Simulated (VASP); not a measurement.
# VO2 (P4_2/mnm) in VASP: further runs, part 2 of 2

VASP 6.6.1. The steps go on from the part before.

**3. Single point, PBE, collinear spin, ferromagnetic start**

This run uses another cell than the first one, of 9.86 Å³/atom.

File INCAR:

```
SYSTEM = VO2
PREC = Accurate
ENCUT = 600
EDIFF = 1E-6
ISMEAR = -1
SIGMA = 0.05
LREAL = .False.
LASPH = .True.
NELM = 200
ALGO = Normal
ISIF = 2
LWAVE = .False.
LCHARG = .False.
ISPIN = 2
MAGMOM = 1 1 0 0 0 0
LORBIT = 11
LMAXMIX = 4
GGA = PE
NBANDS = 38
GGA_COMPAT = .False.
KPAR = 4
```

File KPOINTS:

```
regular mesh
0
Gamma
  10 10 16
  0 0 0
```

File POSCAR:

```
VO2
1.0
    4.5546000000      0.0000000000      0.0000000000
    0.0000000000      4.5546000000      0.0000000000
    0.0000000000      0.0000000000      2.8528000000
V O
2 4
Direct
    0.0000000000      0.0000000000      0.0000000000
    0.5000000000      0.5000000000      0.5000000000
    0.3001000000      0.3001000000      0.0000000000
    0.1999000000      0.8001000000      0.5000000000
    0.6999000000      0.6999000000      0.0000000000
    0.8001000000      0.1999000000      0.5000000000
```

Potentials or basis: VASP PAW PBE potentials, release 64 (V_sv, O).

On the command line:

```console
$ cat potpaw_PBE.64/V_sv/POTCAR potpaw_PBE.64/O/POTCAR > POTCAR
$ mpirun -np 4 vasp_std > vasp.out
```

OUTCAR:

```text
SYSTEM = VO2
   PREC = Accurate
   ENCUT = 600
   EDIFF = 1E-6
   ISMEAR = -1
   LREAL = .False.
   LASPH = .True.
   NELM = 200
   ISIF = 2
   ISPIN = 2
   LORBIT = 11
   GGA = PE

 ion  position               nearest neighbor table
   1  0.000  0.000  0.000-   4 1.92   6 1.92   4 1.92   6 1.92   5 1.93   3 1.93
   2  0.500  0.500  0.500-   3 1.92   5 1.92   3 1.92   5 1.92   4 1.93   6 1.93
   3  0.300  0.300  0.000-   2 1.92   2 1.92   1 1.93
   4  0.200  0.800  0.500-   1 1.92   1 1.92   2 1.93
   5  0.700  0.700  0.000-   2 1.92   2 1.92   1 1.93
   6  0.800  0.200  0.500-   1 1.92   1 1.92   2 1.93

  LATTYP: Found a simple tetragonal cell.
 ALAT       =     4.5546000000
 C/A-ratio  =     0.6263557722

  Lattice vectors:

 A1 = (   4.5546000000,   0.0000000000,   0.0000000000)
 A2 = (   0.0000000000,   4.5546000000,   0.0000000000)
 A3 = (   0.0000000000,   0.0000000000,   2.8528000000)

Analysis of symmetry for initial positions (statically):
=====================================================================
 Subroutine PRICEL returns:
 Original cell was already a primitive cell.

 Routine SETGRP: Setting up the symmetry group for a
 simple tetragonal supercell.

 Subroutine GETGRP returns: Found 16 space group operations
 (whereof  8 operations were pure point group operations)
 out of a pool of 16 trial point group operations.

The static configuration has the point symmetry D_2h.
 The point group associated with its full space group is D_4h.

Analysis of symmetry for dynamics (positions and initial velocities):
=====================================================================
 Subroutine PRICEL returns:
 Original cell was already a primitive cell.

 Routine SETGRP: Setting up the symmetry group for a
 simple tetragonal supercell.

 Subroutine GETGRP returns: Found 16 space group operations
 (whereof  8 operations were pure point group operations)
 out of a pool of 16 trial point group operations.

The dynamic configuration has the point symmetry D_2h.
 The point group associated with its full space group is D_4h.

Analysis of structural, dynamic, and magnetic symmetry:
=====================================================================
 Subroutine PRICEL returns:
 Original cell was already a primitive cell.

 Routine SETGRP: Setting up the symmetry group for a
 simple tetragonal supercell.

 Subroutine GETGRP returns: Found 16 space group operations
 (whereof  8 operations were pure point group operations)
 out of a pool of 16 trial point group operations.

The overall configuration has the point symmetry D_2h.
 The point group associated with its full space group is D_4h.

 Subroutine INISYM returns: Found 16 space group operations
 (whereof  8 operations are pure point group operations),
 and found     1 'primitive' translations

----------------------------------------------------------------------------------------

                                     Primitive cell

  volume of cell :      59.1796

  direct lattice vectors                    reciprocal lattice vectors
     4.554600000  0.000000000  0.000000000     0.219558249  0.000000000  0.000000000
     0.000000000  4.554600000  0.000000000     0.000000000  0.219558249  0.000000000
     0.000000000  0.000000000  2.852800000     0.000000000  0.000000000  0.350532810

[... 96 lines left out ...]
   NFREE  =      0    steps in history (QN), initial steepest desc. (CG)
   ISIF   =      2    stress and relaxation
   ISYM   =      2    0-nonsym 1-usesym 2-fastsym
   POTIM  = 0.5000    time-step for ionic-motion
   TEBEG  =    0.0;   TEEND  =   0.0 temperature during run
   PSTRESS=    0.0 pullay stress
   NELECT =      50.0000    total number of electrons
   NUPDOWN=      -1.0000    fix difference up-down
   EMIN   =  10.00;   EMAX   =-10.00  energy-range for DOS
   EFERMI =   0.00;   METHOD = LEGACY
   ISMEAR =    -1;   SIGMA  =   0.05  broadening in eV -4-tet -1-fermi 0-gaus
   EFERMI_NEDOS =   21; number of points for ismear=-14 and -15
   IALGO  =     38    algorithm
   IMIX   =      4    mixing-type and parameters
     AMIX     =   0.40;   BMIX     =  1.00
     AMIX_MAG =   1.60;   BMIX_MAG =  1.00
  volume/ion in A,a.u.               =       9.86        66.56
  Fermi-wavevector in a.u.,A,eV,Ry     =   1.547655  2.924644 32.589175  2.395237
  Thomas-Fermi vector in A             =   2.652718
   LORBIT       =     11    0 simple, 1 ext, 2 COOP (PROOUT), +10 PAW based schemes
   GGA     = PE    functional components
   LHFCALC =     F    Hartree Fock is set to
   AEXX    =    0.0000 exact exchange contribution
   IVDW    =     0    specifies the selected vdW correction
   LEPSILON=     F    determine dielectric tensor
   LRPA    =     F    only Hartree local field effects (RPA)
 spin polarized calculation
  energy-cutoff  :      600.00
  volume of cell :       59.18
 maximum number of plane-waves:      1992
   NGX = 19   NGY = 19   NGZ = 11

 number of electron      49.9999986 magnetization       1.9983814

 Free energy of the ion-electron system (eV)
  ---------------------------------------------------
  ext. energy  EPLUGINS =         0.00000000
  ---------------------------------------------------
  free energy    TOTEN  =       -51.97039777 eV

  energy without entropy =      -51.94561189  energy(sigma->0) =      -51.95800483

 E-fermi :   6.2843     XC(G=0): -11.7599

 val. band max:        6.2824167076   @ k =   0.4000   0.3000   0.4375
 cond. band min:       6.2858337594   @ k =   0.2000   0.0000   0.1250
 fundamental gap:      0.0034170517
 Fermi energy:         6.2842727562

 spin component 1

 k-point     1 :       0.0000    0.0000    0.0000
  band No.  band energies     occupation
      1     -59.8062      1.00000
      2     -59.7969      1.00000
      3     -33.6386      1.00000
      4     -33.6386      1.00000
      5     -33.5635      1.00000
      6     -33.5527      1.00000
[... 949 lines left out ...]
     36      16.7967      0.00000
     37      17.1706      0.00000

 [... further k-points ...]

 spin component 2

 k-point     1 :       0.0000    0.0000    0.0000
  band No.  band energies     occupation
      1     -58.7031      1.00000
      2     -58.6932      1.00000
      3     -32.5476      1.00000
      4     -32.5476      1.00000
      5     -32.4996      1.00000
      6     -32.4788      1.00000
[... 949 lines left out ...]
     36      17.0175      0.00000
     37      17.4457      0.00000

 [... further k-points ...]

 [bands above 37 left out]

------------------------ aborting loop because EDIFF is reached ----------------------------------------

  FORCE on cell =-STRESS in cart. coord.  units (eV):
  Direction    XX          YY          ZZ          XY          YZ          ZX
  --------------------------------------------------------------------------------------
  -------------------------------------------------------------------------------------
  Total        1.1265907      1.1265907      0.2253973      0.0000000      0.0000000      0.0000000
  in kB       30.5003567     30.5003567      6.1022153      0.0000000      0.0000000      0.0000000
  external PRESSURE =      22.3676429 kB  Pullay stress =       0.0000000 kB

 VOLUME and BASIS-vectors are now :
 -----------------------------------------------------------------------------
  energy-cutoff  :      600.00
  volume of cell :       59.18
      direct lattice vectors                 reciprocal lattice vectors
     4.554600000  0.000000000  0.000000000     0.219558249  0.000000000  0.000000000
     0.000000000  4.554600000  0.000000000     0.000000000  0.219558249  0.000000000
     0.000000000  0.000000000  2.852800000     0.000000000  0.000000000  0.350532810

 POSITION                                       TOTAL-FORCE (eV/Angst)
 -----------------------------------------------------------------------------------
      0.00000      0.00000      0.00000         0.000000      0.000000      0.000000
      2.27730      2.27730      1.42640         0.000000      0.000000      0.000000
      1.36684      1.36684      0.00000        -0.033152     -0.033152     -0.000000
      0.91046      3.64414      1.42640         0.033152     -0.033152      0.000000
      3.18776      3.18776      0.00000         0.033152      0.033152      0.000000
      3.64414      0.91046      1.42640        -0.033152      0.033152      0.000000
 -----------------------------------------------------------------------------------
    total drift:                                0.000000      0.000000      0.000000

  FREE ENERGIE OF THE ION-ELECTRON SYSTEM (eV)
  ---------------------------------------------------
  free  energy   TOTEN  =       -51.9703977707 eV

  energy  without entropy=      -51.9456118901  energy(sigma->0) =      -51.95800483

 total charge

# of ion       s       p       d       tot
------------------------------------------
    1        2.283   6.337   2.908  11.528
    2        2.283   6.337   2.908  11.528
    3        1.569   3.480   0.000   5.049
    4        1.569   3.480   0.000   5.049
    5        1.569   3.480   0.000   5.049
    6        1.569   3.480   0.000   5.049
--------------------------------------------------
tot         10.843  26.594   5.816  43.253

 magnetization (x)

# of ion       s       p       d       tot
------------------------------------------
    1        0.013   0.012   1.023   1.048
    2        0.013   0.012   1.023   1.048
    3       -0.002  -0.051   0.000  -0.053
    4       -0.002  -0.051   0.000  -0.053
    5       -0.002  -0.051   0.000  -0.053
    6       -0.002  -0.051   0.000  -0.053
--------------------------------------------------
tot          0.019  -0.179   2.046   1.886
```

Run time: 3.6 min. Hardware: 4 MPI ranks of Intel Xeon Platinum 8488C (Sapphire Rapids), shared host; peak memory 0.71 GiB.

Results:

```yaml
Free_energy: -51.9704 eV
Pressure: 2.2 GPa
Largest_force: 0.047 eV/Å
Band_gap_on_the_k_mesh: zero (filled and empty bands overlap)
Net_moment: 2.00 μB per cell
Site_moments: V +1.05; O -0.05 μB
Valence_electrons_inside_the_program's_atomic_spheres: V 11.53; O 5.05
```

Forces in eV/Å, atoms in the order of the input:
```
V    0.000  0.000  0.000
V    0.000  0.000  0.000
O   -0.033 -0.033  0.000
O    0.033 -0.033  0.000
O    0.033  0.033  0.000
O   -0.033  0.033  0.000
```

Stress tensor (GPa, compression positive):
```
3.05 0.00 0.00
0.00 3.05 0.00
0.00 0.00 0.61
```

Caveat: semilocal functionals often make such compounds metallic where correlation or magnetic order opens a gap, which also shifts bond lengths.

**4. Single point, PBE, collinear spin, ferromagnetic start (10.46 Å³/atom)**

This run uses another cell than the first one, of 10.46 Å³/atom.

File INCAR:

```
SYSTEM = VO2
PREC = Accurate ; ENCUT = 600
EDIFF = 1E-6 ; ISMEAR = -1
SIGMA = 0.05 ; LREAL = .False.
LASPH = .True. ; NELM = 200
ALGO = Normal ; ISIF = 2
LWAVE = .False. ; LCHARG = .True.
ISPIN = 2 ; MAGMOM = 1 1 0 0 0 0
LORBIT = 11 ; LMAXMIX = 4
GGA = PE ; LVHAR = .True.
NBANDS = 38 ; GGA_COMPAT = .False.
KPAR = 4
```

KPOINTS is that of step 3.

File POSCAR:

```
VO2
1.0
    4.6439285610      0.0000000000      0.0000000000
    0.0000000000      4.6439285610      0.0000000000
    0.0000000000      0.0000000000      2.9087514598
V O
2 4
Direct
    0.0000000000      0.0000000000      0.0000000000
    0.5000000000      0.5000000000      0.5000000000
    0.3028867333      0.3028867333      0.0000000000
    0.1971132667      0.8028867333      0.5000000000
    0.6971132667      0.6971132667      0.0000000000
    0.8028867333      0.1971132667      0.5000000000
```

On the command line:

```console
$ cat potpaw_PBE.64/V_sv/POTCAR potpaw_PBE.64/O/POTCAR > POTCAR
$ mpirun -np 4 vasp_std > vasp.out
```

Run time: 8.6 min. Hardware: 4 MPI ranks of Intel Xeon Platinum 8259CL at 2.50GHz (Skylake/Cascade Lake), shared host; peak memory 0.76 GiB.

The run converged. Its results:

- Free energy: -51.8882 eV
- Pressure: -9.9 GPa
- Largest force: 0.028 eV/Å
- Band gap on the k mesh: zero (filled and empty bands overlap)
- Net moment: 2.00 μB per cell
- Site moments: V +1.07; O -0.07 μB
- Valence electrons inside the program's atomic spheres: V 11.40; O 5.02

Forces in eV/Å, atoms in the order of the input:
```
V    0.000  0.000  0.000
V    0.000  0.000  0.000
O   -0.020 -0.020  0.000
O    0.020 -0.020  0.000
O    0.020  0.020  0.000
O   -0.020  0.020  0.000
```

Stress tensor (GPa, compression positive):
```
 -8.50   0.00   0.00
  0.00  -8.50   0.00
  0.00   0.00 -12.61
```

Levels at points of the mesh, in eV from the Fermi level:
Spin up:
```csv
k point,band 22,band 23,band 24,band 25,band 26,band 27,band 28,band 29,band 30,band 31
"(0.00, 0.00, 0.00)",-1.74,-1.74,-1.42,-0.90,-0.61,-0.36,-0.36,-0.17,1.56,1.73
"(0.50, 0.00, 0.00)",-3.00,-2.02,-2.02,-0.24,-0.24,0.17,0.17,0.90,0.90,3.34
"(0.50, 0.50, 0.00)",-2.59,-2.50,-2.50,-0.85,-0.85,-0.35,-0.35,1.26,1.26,2.94
"(0.00, 0.00, 0.50)",-3.62,-2.93,-2.93,0.32,0.32,0.39,0.39,1.00,1.00,2.70
"(0.50, 0.00, 0.50)",-3.56,-2.26,-2.26,-0.78,-0.78,0.38,0.38,1.22,1.22,2.08
"(0.50, 0.50, 0.50)",-2.66,-2.12,-2.12,0.03,0.03,0.39,0.39,0.49,0.49,3.18
```
Spin down:
| k point | band 22 | band 23 | band 24 | band 25 | band 26 | band 27 |
| --- | --- | --- | --- | --- | --- | --- |
| (0.00, 0.00, 0.00) | -1.86 | -1.86 | -1.42 | 0.32 | 0.41 | 0.90 |
| (0.50, 0.00, 0.00) | -2.93 | -2.12 | -2.12 | 0.88 | 0.88 | 1.43 |
| (0.50, 0.50, 0.00) | -2.66 | -2.57 | -2.57 | 0.29 | 0.29 | 0.98 |
| (0.00, 0.00, 0.50) | -3.55 | -2.91 | -2.91 | 1.34 | 1.34 | 1.58 |
| (0.50, 0.00, 0.50) | -3.38 | -2.40 | -2.40 | 0.44 | 0.44 | 1.58 |
| (0.50, 0.50, 0.50) | -2.61 | -2.14 | -2.14 | 1.05 | 1.05 | 1.54 |

Caveat: the cell stands under tension; semilocal functionals often make such compounds metallic where correlation or magnetic order opens a gap, which also shifts bond lengths.

**5. Overview**

| cell | gap on the mesh (eV) | pressure (GPa) | moment (μB) | largest force (eV/Å) |
| --- | --- | --- | --- | --- |
| a = 4.615, b = 4.615, c = 2.890 Å, 6 atoms | none | -6.4 | 2.00 | 0.03 |
| a = 4.555, b = 4.555, c = 2.853 Å, 6 atoms | none | 2.2 | 2.00 | 0.05 |
| a = 4.644, b = 4.644, c = 2.909 Å, 6 atoms | none | -9.9 | 2.00 | 0.03 |

Alike in all rows: task single point; level PBE; potentials or basis VASP PAW PBE potentials, release 64 (V_sv, O); spin collinear, ferromagnetic start; k mesh 10 × 10 × 16; cutoff (eV) 600; smearing fermi-dirac 0.05 eV.

Caveats: semilocal functionals often make such compounds metallic where correlation or magnetic order opens a gap, which also shifts bond lengths; the cell stands under tension (at least some runs).

Total energies depend on the potentials used, so only differences within one code and one set of settings carry meaning.
